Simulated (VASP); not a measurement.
# Sn8HO7 (a cell with a defect) in VASP: single point with PBE+D3(BJ)

Aim: the single point of Sn8HO7 (a cell with a defect) with PBE+D3(BJ).

Program: VASP 6.6.1. These are calculated values, not measurements. Logs are shortened: lines on timing, memory, paths and dates and some standing lists are left out, and cuts for length are marked.

## Step 1: The cell of the first run

The cell holds a defect, 16 atoms: a = 7.217 Å, b = 7.217 Å, c = 7.217 Å, α = 97.49°, β = 115.78°, γ = 115.78°.

## Step 2: Single point, PBE+D3(BJ)

Input file INCAR:

```
ALGO = Normal
EDIFF = 1E-6
ENCUT = 520
GGA = PE
GGA_COMPAT = False
ISIF = 2
ISMEAR = 0
IVDW = 12
LASPH = True
LCHARG = False
LREAL = False
LWAVE = False
NBANDS = 92
NELM = 120
PREC = Accurate
SIGMA = 0.1
```

Input file KPOINTS:

```
k-points
0
Gamma
  5 5 5
```

Input file POSCAR:

```
Sn8HO7
1.0
    3.8365550865      3.8365550865     -4.7594503556
   -3.8365550865      3.8365550865      4.7594503556
    3.8365550865     -3.8365550865      4.7594503556
Sn H O
8 1 7
Direct
    0.2529160010      0.1283898201      0.3813058212
    0.2536399378      0.6224304836      0.8760704214
    0.7463600622      0.6224304836      0.3687905458
    0.7470839990      0.1283898201      0.8754738191
    0.2536399378      0.6312094542      0.3775695164
    0.2529160010      0.1245261809      0.8716101799
    0.7463600622      0.1239295786      0.3775695164
    0.7470839990      0.6186941788      0.8716101799
    0.0000000000      0.0000000000      0.0000000000
    0.0000000000      0.5000000000      0.5000000000
    0.5000000000      0.4901081353     -0.0098918647
    0.5000000000      0.0098918647      0.5098918647
    0.4852827383      0.2426413692      0.2426413692
    0.5147172617      0.7573586308      0.7573586308
    0.0000000000      0.7573586308      0.2426413692
    0.0000000000      0.2426413692      0.7573586308
```

Potentials or basis: VASP PAW PBE potentials, release 64 (Sn_d, H, O).

Command:

```sh
$ cat potpaw_PBE.64/Sn_d/POTCAR potpaw_PBE.64/H/POTCAR potpaw_PBE.64/O/POTCAR > POTCAR
$ mpirun -np 1 vasp_std > vasp.out
```

OUTCAR:

```text
EDIFF = 1E-6
   ENCUT = 520
   GGA = PE
   ISIF = 2
   ISMEAR = 0
   IVDW = 12
   LASPH = True
   LREAL = False
   NELM = 120
   PREC = Accurate
 IVDW          = 12

 ion  position               nearest neighbor table
   1  0.253  0.128  0.381-  12 2.21  15 2.23  13 2.23   9 2.29   6 3.54   8 3.54   5 3.59   7 3.59
                             7 3.63   5 3.63   8 3.68   6 3.68
   2  0.254  0.622  0.876-  10 2.27  11 2.27  16 2.29  14 2.29   6 3.59   8 3.59   5 3.61   7 3.61
                             7 3.61   5 3.61   8 3.63   6 3.63
   3  0.746  0.622  0.369-  10 2.27  11 2.27  15 2.29  13 2.29   8 3.59   6 3.59   7 3.61   5 3.61
                             5 3.61   7 3.61   6 3.63   8 3.63
   4  0.747  0.128  0.875-  12 2.21  14 2.23  16 2.23   9 2.29   8 3.54   6 3.54   5 3.59   7 3.59
                             7 3.63   5 3.63   6 3.68   8 3.68
   5  0.254  0.631  0.378-  10 2.27  12 2.27  15 2.29  14 2.29   1 3.59   4 3.59   2 3.61   3 3.61
                             3 3.61   2 3.61   4 3.63   1 3.63
   6  0.253  0.125  0.872-  11 2.21  13 2.23  16 2.23   9 2.29   1 3.54   4 3.54   3 3.59   2 3.59
                             2 3.63   3 3.63   4 3.68   1 3.68
   7  0.746  0.124  0.378-  10 2.27  12 2.27  16 2.29  13 2.29   4 3.59   1 3.59   3 3.61   2 3.61
                             2 3.61   3 3.61   1 3.63   4 3.63
   8  0.747  0.619  0.872-  11 2.21  15 2.23  14 2.23   9 2.29   4 3.54   1 3.54   3 3.59   2 3.59
                             2 3.63   3 3.63   1 3.68   4 3.68
   9  0.000  0.000  0.000-   4 2.29   6 2.29   1 2.29   8 2.29
  10  0.000  0.500  0.500-   3 2.27   5 2.27   2 2.27   7 2.27
  11  0.500  0.490  0.990-   8 2.21   6 2.21   2 2.27   3 2.27
  12  0.500  0.010  0.510-   1 2.21   4 2.21   7 2.27   5 2.27
  13  0.485  0.243  0.243-   6 2.23   1 2.23   3 2.29   7 2.29
  14  0.515  0.757  0.757-   4 2.23   8 2.23   5 2.29   2 2.29
  15  0.000  0.757  0.243-   8 2.23   1 2.23   5 2.29   3 2.29
  16  0.000  0.243  0.757-   4 2.23   6 2.23   2 2.29   7 2.29

  LATTYP: Found a body centered tetragonal cell.
 ALAT       =     7.6731101730
 C/A-ratio  =     1.2405531130

  Lattice vectors:

 A1 = (   3.8365550865,  -3.8365550865,  -4.7594503556)
 A2 = (  -3.8365550865,   3.8365550865,  -4.7594503556)
 A3 = (   3.8365550865,   3.8365550865,   4.7594503556)

Analysis of symmetry for initial positions (statically):
=====================================================================
 Subroutine PRICEL returns:
 Original cell was already a primitive cell.

 Routine SETGRP: Setting up the symmetry group for a
 body centered tetragonal supercell.

 Subroutine GETGRP returns: Found  8 space group operations
 (whereof  8 operations were pure point group operations)
 out of a pool of 16 trial point group operations.

The static configuration has the point symmetry D_2d.

Analysis of symmetry for dynamics (positions and initial velocities):
=====================================================================
 Subroutine PRICEL returns:
 Original cell was already a primitive cell.

 Routine SETGRP: Setting up the symmetry group for a
 body centered tetragonal supercell.

 Subroutine GETGRP returns: Found  8 space group operations
 (whereof  8 operations were pure point group operations)
 out of a pool of 16 trial point group operations.

The dynamic configuration has the point symmetry D_2d.

 Subroutine INISYM returns: Found  8 space group operations
 (whereof  8 operations are pure point group operations),
 and found     1 'primitive' translations

----------------------------------------------------------------------------------------

                                     Primitive cell

  volume of cell :     280.2203

  direct lattice vectors                    reciprocal lattice vectors
     3.836555087  3.836555087 -4.759450356     0.130325250  0.130325250  0.000000000
    -3.836555087  3.836555087  4.759450356     0.000000000  0.130325250  0.105054148
     3.836555087 -3.836555087  4.759450356     0.130325250  0.000000000  0.105054148

  length of vectors
     7.217387169  7.217387169  7.217387169     0.184307736  0.167394876  0.167394876

  position of ions in fractional coordinates (direct lattice)
     0.252916001  0.128389820  0.381305821
     0.253639938  0.622430484  0.876070421
     0.746360062  0.622430484  0.368790546
     0.747083999  0.128389820  0.875473819
     0.253639938  0.631209454  0.377569516
     0.252916001  0.124526181  0.871610180
[... 8 lines left out ...]
     0.000000000  0.757358631  0.242641369
     0.000000000  0.242641369  0.757358631

  ion indices of the primitive-cell ions
   primitive index   ion index
                 1           1
                 2           2
                 3           3
                 4           4
                 5           5
                 6           6
[... 8 lines left out ...]
                15          15
                16          16

----------------------------------------------------------------------------------------

 KPOINTS: k-points

Automatic generation of k-mesh.
 Grid dimensions read from file:
 generate k-points for:    5    5    5

 Generating k-lattice:

  Cartesian coordinates                     Fractional coordinates (reciprocal lattice)
     0.026065050  0.026065050  0.000000000     0.200000000  0.000000000  0.000000000
     0.000000000  0.026065050  0.021010830    -0.000000000  0.200000000  0.000000000
     0.026065050  0.000000000  0.021010830    -0.000000000  0.000000000  0.200000000

  Length of vectors
     0.036861547  0.033478975  0.033478975

  Shift w.r.t. Gamma in fractional coordinates (k-lattice)
     0.000000000  0.000000000  0.000000000

 Subroutine IBZKPT returns following result:
 ===========================================

 Found     18 irreducible k-points:

 Following reciprocal coordinates:
            Coordinates               Weight
  0.000000  0.000000  0.000000      1.000000
  0.200000  0.000000  0.000000      4.000000
  0.400000  0.000000  0.000000      4.000000
 -0.000000  0.200000  0.000000      8.000000
  0.200000  0.200000  0.000000     16.000000
  0.400000  0.200000  0.000000      8.000000
[... 10 lines left out ...]
 -0.400000  0.400000  0.400000      2.000000
  0.400000 -0.400000  0.400000      4.000000
   k-points           NKPTS =     18   k-points in BZ     NKDIM =     18   number of bands    NBANDS=     92
   number of dos      NEDOS =    301   number of ions     NIONS =     16
   total plane-waves  NPLWV = 157464
   dimension x,y,z NGX =    54 NGY =   54 NGZ =   54
   dimension x,y,z NGXF=   108 NGYF=  108 NGZF=  108
   ions per type =               8   1   7
   NGX,Y,Z   is equivalent  to a cutoff of  12.44, 12.44, 12.44 a.u.
   NGXF,Y,Z  is equivalent  to a cutoff of  24.88, 24.88, 24.88 a.u.
 SYSTEM =  unknown system
   PREC   = accura    normal or accurate (medium, high low for compatibility)
   ISTART =      0    job   : 0-new  1-cont  2-samecut
   ICHARG =      2    charge: 1-file 2-atom 10-const
   ISPIN  =      1    spin polarized calculation?
   LNONCOLLINEAR =      F non collinear calculations
   LSORBIT =      F    spin-orbit coupling
   LASPH  =      T    aspherical Exc in radial PAW
   ENCUT  =  520.0 eV  38.22 Ry    6.18 a.u.  13.42 13.42 13.42*2*pi/ulx,y,z
   NELM   =    120;   NELMIN=  2; NELMDL= -5     # of ELM steps
   EDIFF  = 0.1E-05   stopping-criterion for ELM
   LREAL  =      F    real-space projection
   EDIFFG = 0.1E-04   stopping-criterion for IOM
   NSW    =      0    number of steps for IOM
   IBRION =     -1    ionic relax: 0-MD 1-quasi-New 2-CG
   NFREE  =      0    steps in history (QN), initial steepest desc. (CG)
   ISIF   =      2    stress and relaxation
   ISYM   =      2    0-nonsym 1-usesym 2-fastsym
   POTIM  = 0.5000    time-step for ionic-motion
   TEBEG  =    0.0;   TEEND  =   0.0 temperature during run
   PSTRESS=    0.0 pullay stress
   NELECT =     155.0000    total number of electrons
   NUPDOWN=      -1.0000    fix difference up-down
   EMIN   =  10.00;   EMAX   =-10.00  energy-range for DOS
   EFERMI =   0.00;   METHOD = LEGACY
   ISMEAR =     0;   SIGMA  =   0.10  broadening in eV -4-tet -1-fermi 0-gaus
   EFERMI_NEDOS =   21; number of points for ismear=-14 and -15
   IALGO  =     38    algorithm
   IMIX   =      4    mixing-type and parameters
     AMIX     =   0.40;   BMIX     =  1.00
     AMIX_MAG =   1.60;   BMIX_MAG =  1.00
  volume/ion in A,a.u.               =      17.51       118.19
  Fermi-wavevector in a.u.,A,eV,Ry     =   1.343854  2.539516 24.571364  1.805944
  Thomas-Fermi vector in A             =   2.471895
   LORBIT       =      0    0 simple, 1 ext, 2 COOP (PROOUT), +10 PAW based schemes
   GGA     = PE    functional components
   LHFCALC =     F    Hartree Fock is set to
   AEXX    =    0.0000 exact exchange contribution
   IVDW    =    12    specifies the selected vdW correction
   LEPSILON=     F    determine dielectric tensor
   LRPA    =     F    only Hartree local field effects (RPA)
 non-spin polarized calculation
 Gauss-broadening in eV      SIGMA  =   0.10
  energy-cutoff  :      520.00
  volume of cell :      280.22
 maximum number of plane-waves:      7573
 NGX is ok and might be reduce to    54
   NGX = 27   NGY = 27   NGZ = 27

 number of electron     155.0000018 magnetization

 Free energy of the ion-electron system (eV)
  ---------------------------------------------------
  ext. energy  EPLUGINS =         0.00000000
  ---------------------------------------------------
  free energy    TOTEN  =       -85.25362836 eV

  energy without entropy =      -85.23271951  energy(sigma->0) =      -85.24317393

 E-fermi :   7.5904     XC(G=0): -10.2214

 val. band max:        7.5879656499   @ k =   0.4000  -0.4000   0.2000
 cond. band min:       7.5985700911   @ k =  -0.2000   0.4000   0.0000
 fundamental gap:      0.0106044413
 Fermi energy:         7.5903650676

 k-point     1 :       0.0000    0.0000    0.0000
  band No.  band energies     occupation
      1     -14.9767      2.00000
      2     -14.9364      2.00000
      3     -14.9027      2.00000
      4     -14.8740      2.00000
      5     -14.8663      2.00000
      6     -14.8663      2.00000
[... 1645 lines left out ...]
     88      10.6923      0.00000
     89      11.3221      0.00000
 [bands above 89 left out]

------------------------ aborting loop because EDIFF is reached ----------------------------------------

 Edisp (eV)   -3.69306

 E8    (eV) :    -1.6054

  FORCE on cell =-STRESS in cart. coord.  units (eV):
  Direction    XX          YY          ZZ          XY          YZ          ZX
  --------------------------------------------------------------------------------------
  -------------------------------------------------------------------------------------
  Total      -2.32992    -2.32992    -1.03175     0.00000    -0.00000     0.00000
  in kB     -13.32147   -13.32147    -5.89909     0.00000    -0.00000     0.00000
  external pressure =      -10.85 kB  Pullay stress =        0.00 kB

 VOLUME and BASIS-vectors are now :
 -----------------------------------------------------------------------------
  energy-cutoff  :      520.00
  volume of cell :      280.22
      direct lattice vectors                 reciprocal lattice vectors
     3.836555087  3.836555087 -4.759450356     0.130325250  0.130325250  0.000000000
    -3.836555087  3.836555087  4.759450356     0.000000000  0.130325250  0.105054148
     3.836555087 -3.836555087  4.759450356     0.130325250  0.000000000  0.105054148

 POSITION                                       TOTAL-FORCE (eV/Angst)
 -----------------------------------------------------------------------------------
      1.94065     -0.00000      1.22213        -0.023722      0.000000      0.062928
      1.94621      0.00000      5.92485         0.002549      0.000000      0.062757
      1.89035      3.83656      1.16540        -0.002549      0.000000      0.062757
      5.73246     -0.00000      1.22213         0.023722      0.000000      0.062928
      0.00000      1.94621      3.59405        -0.000000      0.002549     -0.062757
      3.83656     -1.89590      3.53732        -0.000000     -0.023722     -0.062928
[... 8 lines left out ...]
     -1.97474      1.97474      4.75945         0.007459     -0.007459      0.000000
      1.97474     -1.97474      4.75945        -0.007459      0.007459      0.000000
 -----------------------------------------------------------------------------------
    total drift:                               -0.000002      0.000002      0.000000

  FREE ENERGIE OF THE ION-ELECTRON SYSTEM (eV)
  ---------------------------------------------------
  free  energy   TOTEN  =       -88.9466894137 eV

  energy  without entropy=      -88.9257805585  energy(sigma->0) =      -88.93623499
```

It took 15 min on 1 thread of Intel Xeon Platinum 8259CL at 2.50GHz (Skylake/Cascade Lake), shared host; peak memory 0.58 GiB.

Results:

```yaml
Free_energy: -88.9467 eV
Pressure: -1.1 GPa
Largest_force: 0.067 eV/Å
Band_gap_on_the_k_mesh: zero (an odd number of electrons rules out a gap without spin polarisation)
Dispersion_energy_per_atom: -0.231 eV
```

Forces on the atoms (eV/Å):
```
Sn  -0.024  0.000  0.063
Sn   0.003  0.000  0.063
Sn  -0.003  0.000  0.063
Sn   0.024  0.000  0.063
Sn   0.000  0.003 -0.063
Sn   0.000 -0.024 -0.063
Sn   0.000 -0.003 -0.063
Sn   0.000  0.024 -0.063
H    0.000  0.000  0.000
O    0.000  0.000  0.000
O    0.000  0.000  0.003
O    0.000  0.000 -0.003
O    0.007  0.007  0.000
O   -0.007 -0.007  0.000
O    0.007 -0.007  0.000
O   -0.007  0.007  0.000
```

Stress tensor (GPa, compression positive):
```
-1.33  0.00  0.00
 0.00 -1.33  0.00
 0.00  0.00 -0.59
```

Caveat: spin-orbit coupling is left out, which moves the levels of the heavy elements; an odd number of electrons without spin polarisation forces a metal; a magnetic or distorted state may lie lower.
